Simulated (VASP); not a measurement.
Input of a VASP 6.6.1 run:

INCAR

```
ALGO = Normal
EDIFF = 1E-7
ENCUT = 520
GGA = PE
ISIF = 2
ISMEAR = 0
LASPH = T
LCHARG = F
LREAL = F
LWAVE = F
NBANDS = 24
NELM = 60
PREC = Accurate
SIGMA = 0.1
```

File KPOINTS:

```
k-points
0
Gamma
  12 12 12
```

Contents of POSCAR:

```
Tl2Br
1.0
    5.5915181549      0.0000000000      0.0000000000
   -2.7957590775      4.8423967679      0.0000000000
    0.0000000000      0.0000000000      3.7090299211
Tl Br
2 1
Direct
    0.3333333333      0.6666666667      0.5000000000
    0.6666666667      0.3333333333      0.5000000000
    0.0000000000      0.0000000000      0.0000000000
```

Potentials or basis: VASP PAW PBE potentials, release 64 (Tl_d, Br).

The run is started by

```sh
$ cat potpaw_PBE.64/Tl_d/POTCAR potpaw_PBE.64/Br/POTCAR > POTCAR
$ mpirun -np 1 vasp_std > vasp.out
```

Question: Estimate the band gap on the k mesh.

Answer: Zero (an odd number of electrons rules out a gap without spin polarisation).

Question: Predict the pressure.

Answer: 0.0 GPa.

Caveat: spin-orbit coupling is left out, which moves the levels of the heavy elements.
